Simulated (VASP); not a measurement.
# NaInSe (P-6m2) in VASP: further runs, part 3 of 3

VASP 6.6.1. The steps go on from the part before.

**5. Single point, PBE**

This run uses another cell than the first one, of 42.68 Å³/atom.

INCAR

```
SYSTEM = NaInSe
  PREC = Accurate
  ENCUT = 520
  EDIFF = 1E-6
  ISMEAR = 0
  SIGMA = 0.1
  LREAL = .False.
  LASPH = .True.
  NELM = 60
  ALGO = Normal
  ISIF = 2
  LWAVE = .False.
  LCHARG = .False.
  GGA = PE
  NBANDS = 20
```

KPOINTS

```
Automatic mesh
0
Gamma
  12 12 8
  0 0 0
```

POSCAR

```
NaInSe
1.0
    4.9368666072      0.0000000000      0.0000000000
   -2.4684333036      4.2754518969      0.0000000000
    0.0000000000      0.0000000000      6.0661502924
Na In Se
1 1 1
Direct
    0.0000000000      0.0000000000      0.5000000000
    0.0000000000      0.0000000000      0.0000000000
    0.6666666667      0.3333333333      0.0000000000
```

Potentials or basis: VASP PAW PBE potentials, release 64 (Na_pv, In_d, Se).

Launch:

```console
$ cat potpaw_PBE.64/Na_pv/POTCAR potpaw_PBE.64/In_d/POTCAR potpaw_PBE.64/Se/POTCAR > POTCAR
$ mpirun -np 1 vasp_std > vasp.out
```

OUTCAR:

```text
SYSTEM = NaInSe
   PREC = Accurate
   ENCUT = 520
   EDIFF = 1E-6
   ISMEAR = 0
   LREAL = .False.
   LASPH = .True.
   NELM = 60
   ISIF = 2
   GGA = PE

 ion  position               nearest neighbor table
   1  0.000  0.000  0.500-   2 3.03   2 3.03
   2  0.000  0.000  0.000-   3 2.85   3 2.85   3 2.85   1 3.03   1 3.03
   3  0.667  0.333  0.000-   2 2.85   2 2.85   2 2.85

  LATTYP: Found a hexagonal cell.
 ALAT       =     4.9368666072
 C/A-ratio  =     1.2287450270

  Lattice vectors:

 A1 = (   4.9368666072,   0.0000000000,   0.0000000000)
 A2 = (  -2.4684333036,   4.2754518969,   0.0000000000)
 A3 = (   0.0000000000,   0.0000000000,   6.0661502924)

Analysis of symmetry for initial positions (statically):
=====================================================================
 Subroutine PRICEL returns:
 Original cell was already a primitive cell.

 Routine SETGRP: Setting up the symmetry group for a
 hexagonal supercell.

 Subroutine GETGRP returns: Found 12 space group operations
 (whereof 12 operations were pure point group operations)
 out of a pool of 24 trial point group operations.

The static configuration has the point symmetry D_3h.

Analysis of symmetry for dynamics (positions and initial velocities):
=====================================================================
 Subroutine PRICEL returns:
 Original cell was already a primitive cell.

 Routine SETGRP: Setting up the symmetry group for a
 hexagonal supercell.

 Subroutine GETGRP returns: Found 12 space group operations
 (whereof 12 operations were pure point group operations)
 out of a pool of 24 trial point group operations.

The dynamic configuration has the point symmetry D_3h.

 Subroutine INISYM returns: Found 12 space group operations
 (whereof 12 operations are pure point group operations),
 and found     1 'primitive' translations

----------------------------------------------------------------------------------------

[... 113 lines left out ...]
     AMIX     =   0.40;   BMIX     =  1.00
     AMIX_MAG =   1.60;   BMIX_MAG =  1.00
  volume/ion in A,a.u.               =      42.68       288.02
  Fermi-wavevector in a.u.,A,eV,Ry     =   0.962241  1.818371 12.597734  0.925907
  Thomas-Fermi vector in A             =   2.091683
   LORBIT       =      0    0 simple, 1 ext, 2 COOP (PROOUT), +10 PAW based schemes
   GGA     = PE    functional components
   LHFCALC =     F    Hartree Fock is set to
   AEXX    =    0.0000 exact exchange contribution
   IVDW    =     0    specifies the selected vdW correction
   LEPSILON=     F    determine dielectric tensor
   LRPA    =     F    only Hartree local field effects (RPA)
 non-spin polarized calculation
 Gauss-broadening in eV      SIGMA  =   0.10
  energy-cutoff  :      520.00
  volume of cell :      128.04
 maximum number of plane-waves:      3473
 NGX is ok and might be reduce to    40
   NGX = 19   NGY = 19   NGZ = 23

 number of electron      26.0000006 magnetization

 Free energy of the ion-electron system (eV)
  ---------------------------------------------------
  ext. energy  EPLUGINS =         0.00000000
  ---------------------------------------------------
  free energy    TOTEN  =        -7.65904967 eV

  energy without entropy =       -7.65004484  energy(sigma->0) =       -7.65454725

 E-fermi :   1.3444     XC(G=0):  -6.6548

 val. band max:        1.3427529505   @ k =   0.3333   0.0833   0.3750
 cond. band min:       1.3472071315   @ k =   0.4167   0.1667   0.0000
 fundamental gap:      0.0044541811
 Fermi energy:         1.3444486259

 k-point     1 :       0.0000    0.0000    0.0000
  band No.  band energies     occupation
      1     -24.2150      2.00000
      2     -24.2150      2.00000
      3     -24.1986      2.00000
      4     -13.3099      2.00000
      5     -13.1586      2.00000
      6     -13.1586      2.00000
[... 541 lines left out ...]
     19       7.2538      0.00000
     20       7.2605      0.00000

 [... further k-points ...]

------------------------ aborting loop because EDIFF is reached ----------------------------------------

  FORCE on cell =-STRESS in cart. coord.  units (eV):
  Direction    XX          YY          ZZ          XY          YZ          ZX
  --------------------------------------------------------------------------------------
  -------------------------------------------------------------------------------------
  Total       -0.0239776     -0.0239776      0.0094158      0.0000000      0.0000000      0.0000000
  in kB       -0.3000330     -0.3000330      0.1178203      0.0000000      0.0000000      0.0000000
  external PRESSURE =      -0.1607486 kB  Pullay stress =       0.0000000 kB

 VOLUME and BASIS-vectors are now :
 -----------------------------------------------------------------------------
  energy-cutoff  :      520.00
  volume of cell :      128.04
      direct lattice vectors                 reciprocal lattice vectors
     4.936866607  0.000000000  0.000000000     0.202557630  0.116946702  0.000000000
    -2.468433304  4.275451897  0.000000000     0.000000000  0.233893405  0.000000000
     0.000000000  0.000000000  6.066150292     0.000000000  0.000000000  0.164849196

 POSITION                                       TOTAL-FORCE (eV/Angst)
 -----------------------------------------------------------------------------------
      0.00000      0.00000      3.03308         0.000000      0.000000      0.000000
      0.00000      0.00000      0.00000         0.000000      0.000000      0.000000
      2.46843      1.42515      0.00000        -0.000000      0.000000      0.000000
 -----------------------------------------------------------------------------------
    total drift:                               -0.000001      0.000000      0.000000

  FREE ENERGIE OF THE ION-ELECTRON SYSTEM (eV)
  ---------------------------------------------------
  free  energy   TOTEN  =        -7.6590496659 eV

  energy  without entropy=       -7.6500448397  energy(sigma->0) =       -7.65454725
```

OSZICAR:

```text
N       E                     dE             d eps       ncg     rms          rms(c)
DAV:   1     0.201047727453E+03    0.20105E+03   -0.12010E+04  3800   0.124E+03
DAV:   2     0.121531795153E+02   -0.18889E+03   -0.18396E+03  3840   0.316E+02
DAV:   3    -0.748649341485E+01   -0.19640E+02   -0.19296E+02  4680   0.112E+02
DAV:   4    -0.831148157612E+01   -0.82499E+00   -0.82153E+00  4448   0.247E+01
DAV:   5    -0.834503146865E+01   -0.33550E-01   -0.33546E-01  5612   0.466E+00    0.419E+00
DAV:   6    -0.767164947263E+01    0.67338E+00   -0.26711E+00  5368   0.916E+00    0.217E+00
DAV:   7    -0.765850651526E+01    0.13143E-01   -0.16018E-01  4360   0.171E+00    0.123E+00
DAV:   8    -0.765391205383E+01    0.45945E-02   -0.53461E-02  4436   0.118E+00    0.211E-01
DAV:   9    -0.765546205671E+01   -0.15500E-02   -0.82442E-03  4272   0.600E-01    0.182E-01
DAV:  10    -0.765815307361E+01   -0.26910E-02   -0.28136E-03  4792   0.252E-01    0.562E-02
DAV:  11    -0.765890002733E+01   -0.74695E-03   -0.11103E-03  5024   0.151E-01    0.206E-02
DAV:  12    -0.765902369973E+01   -0.12367E-03   -0.20896E-04  4576   0.579E-02    0.108E-02
DAV:  13    -0.765904149617E+01   -0.17796E-04   -0.29967E-05  3492   0.235E-02    0.694E-03
DAV:  14    -0.765904911617E+01   -0.76200E-05   -0.15978E-05  3392   0.165E-02    0.207E-03
DAV:  15    -0.765904966590E+01   -0.54974E-06   -0.13310E-06  3628   0.710E-03
   1 F= -.76590497E+01 E0= -.76545473E+01  d E =-.900483E-02
```

stdout:

```text
POSCAR found type information on POSCAR NaInSe
 POSCAR found :  3 types and       3 ions
 scaLAPACK will be used
 LDA part: xc-table for (Slater+PW92), standard interpolation
 POSCAR, INCAR and KPOINTS ok, starting setup
 FFT: planning ... GRIDC
 FFT: planning ... GRID_SOFT
 FFT: planning ... GRID
 WAVECAR not read
 entering main loop
```

Run time: 3.2 min. Hardware: 1 thread of Intel Xeon Platinum 8488C (Sapphire Rapids), shared host; peak memory 0.43 GiB.

Results:

```yaml
Free_energy: -7.6590 eV
Pressure: 0.0 GPa
Band_gap_on_the_k_mesh: zero (bands 13 and 14 overlap by 1.00 eV)
```

Caveat: spin-orbit coupling is left out, which moves the levels of the heavy elements.

**6. Relaxation of cell and atoms, PBE**

This run uses another cell than the first one, of 42.68 Å³/atom.

INCAR

```
PREC = Accurate
ENCUT = 600
EDIFF = 1E-7
ISMEAR = 0
SIGMA = 0.1
LREAL = False
LASPH = True
NELM = 80
ALGO = Normal
ISIF = 3
LWAVE = False
LCHARG = False
GGA = PE
IBRION = 2
NSW = 100
EDIFFG = -0.01
```

KPOINTS

```
regular mesh
0
Gamma
  12 12 8
```

POSCAR is that of step 5.

Potentials or basis: VASP PAW PBE potentials, release 64 (Na_pv, In_d, Se).

Launch:

```console
$ cat potpaw_PBE.64/Na_pv/POTCAR potpaw_PBE.64/In_d/POTCAR potpaw_PBE.64/Se/POTCAR > POTCAR
$ mpirun -np 1 vasp_std > vasp.out
```

OUTCAR:

```text
PREC = Accurate
   ENCUT = 600
   EDIFF = 1E-7
   ISMEAR = 0
   LREAL = False
   LASPH = True
   NELM = 80
   ISIF = 3
   GGA = PE
   IBRION = 2
   NSW = 100
   EDIFFG = -0.01

 ion  position               nearest neighbor table
   1  0.000  0.000  0.500-   2 3.03   2 3.03
   2  0.000  0.000  0.000-   3 2.85   3 2.85   3 2.85   1 3.03   1 3.03
   3  0.667  0.333  0.000-   2 2.85   2 2.85   2 2.85

  LATTYP: Found a hexagonal cell.
 ALAT       =     4.9368666072
 C/A-ratio  =     1.2287450270

  Lattice vectors:

[... 672 lines left out ...]

  FORCE on cell =-STRESS in cart. coord.  units (eV):
  Direction    XX          YY          ZZ          XY          YZ          ZX
  --------------------------------------------------------------------------------------
  -------------------------------------------------------------------------------------
  Total       -0.0156334     -0.0156334      0.0185677     -0.0000000     -0.0000000      0.0000000
  in kB       -0.1956216     -0.1956216      0.2323387     -0.0000000     -0.0000000      0.0000000
  external PRESSURE =      -0.0529682 kB  Pullay stress =       0.0000000 kB

 VOLUME and BASIS-vectors are now :
 -----------------------------------------------------------------------------
  energy-cutoff  :      600.00
  volume of cell :      128.04
      direct lattice vectors                 reciprocal lattice vectors
     4.936866607  0.000000000  0.000000000     0.202557630  0.116946702  0.000000000
    -2.468433304  4.275451897  0.000000000     0.000000000  0.233893405  0.000000000
     0.000000000  0.000000000  6.066150292     0.000000000  0.000000000  0.164849196

 POSITION                                       TOTAL-FORCE (eV/Angst)
 -----------------------------------------------------------------------------------
      0.00000      0.00000      3.03308        -0.000000      0.000000      0.000000
      0.00000      0.00000      0.00000        -0.000000      0.000000      0.000000
      2.46843      1.42515      0.00000         0.000000     -0.000000      0.000000
 -----------------------------------------------------------------------------------
    total drift:                               -0.000001      0.000000      0.000000

  FREE ENERGIE OF THE ION-ELECTRON SYSTEM (eV)
  ---------------------------------------------------
  free  energy   TOTEN  =        -7.6590853971 eV

  energy  without entropy=       -7.6500810262  energy(sigma->0) =       -7.65458321

 reached required accuracy - stopping structural energy minimisation
```

CONTCAR:

```text
NaInSe
   1.00000000000000
     4.9368666071999998    0.0000000000000000    0.0000000000000000
    -2.4684333035999999    4.2754518968999999    0.0000000000000000
     0.0000000000000000    0.0000000000000000    6.0661502923999997
  Na              In              Se
     1     1     1
Direct
     0.0000000000000000    0.0000000000000000    0.5000000000000000
     0.0000000000000000    0.0000000000000000    0.0000000000000000
     0.6666666667000030    0.3333333332999970    0.0000000000000000

  0.00000000E+00  0.00000000E+00  0.00000000E+00
  0.00000000E+00  0.00000000E+00  0.00000000E+00
  0.00000000E+00  0.00000000E+00  0.00000000E+00
```

Wall time 3.1 min (1 thread of Intel Xeon Platinum 8488C (Sapphire Rapids), shared host); peak memory 0.47 GiB.

What came out:

```yaml
Free_energy: -7.6591 eV
Pressure_after_relaxing: 0.0 GPa
Band_gap_on_the_k_mesh: zero (bands 13 and 14 overlap by 1.00 eV)
```

Final structure:
```yaml
crystal:
  lattice:
    - [4.93687, 0.00000, 0.00000]
    - [-2.46843, 4.27545, 0.00000]
    - [0.00000, 0.00000, 6.06615]
  atoms:
    - { symbol: Na, position: [0.00000, 0.00000, 0.50000] }
    - { symbol: In, position: [0.00000, 0.00000, 0.00000] }
    - { symbol: Se, position: [0.66667, 0.33333, 0.00000] }
```

Levels at points of the mesh, in eV from the Fermi level:
```tsv
k point	band 11	band 12	band 13	band 14	band 15	band 16
(0.00, 0.00, 0.00)	-2.69	-2.36	-2.36	0.73	2.10	2.82
(0.50, 0.00, 0.00)	-2.98	-2.03	-0.67	0.75	2.03	2.48
(0.00, 0.00, 0.50)	-3.24	-2.35	-2.35	0.80	2.95	2.95
(0.50, 0.00, 0.50)	-2.96	-2.32	-0.48	-0.36	2.81	3.58
```

Caveat: the relaxation stopped at its first step, so nothing moved; spin-orbit coupling is left out, which moves the levels of the heavy elements.

**7. Summary**

```csv
task,cell,k mesh,cutoff (eV),gap on the mesh (eV),pressure (GPa)
single point,"a = 4.160, b = 4.160, c = 5.288 Å, angles 90.0, 90.0, 120.0°, 3 atoms",6 × 6 × 4,520,none,21.0
single point,"a = 4.937, b = 4.937, c = 6.066 Å, angles 90.0, 90.0, 120.0°, 3 atoms",6 × 6 × 4,520,none,0.0
relaxation of cell and atoms,"relaxed from a = 4.160, b = 4.160, c = 5.288 Å, angles 90.0, 90.0, 120.0°, 3 atoms",6 × 6 × 4,600,none,0.0
single point,"a = 4.937, b = 4.937, c = 6.066 Å, angles 90.0, 90.0, 120.0°, 3 atoms",12 × 12 × 8,520,none,0.0
relaxation of cell and atoms,"relaxed from a = 4.937, b = 4.937, c = 6.066 Å, angles 90.0, 90.0, 120.0°, 3 atoms",12 × 12 × 8,600,none,0.0
```

Alike in all rows: level PBE; potentials or basis VASP PAW PBE potentials, release 64 (Na_pv, In_d, Se); no spin polarisation; smearing gaussian 0.1 eV.

Caveats: spin-orbit coupling is left out, which moves the levels of the heavy elements; the cell stands under pressure (at least some runs); the volume moved by over 15 % at a fixed basis, so the end points are rough (at least some runs); the relaxation stopped at its first step, so nothing moved (at least some runs).

Absolute energies hang on the potentials; compare differences alone.
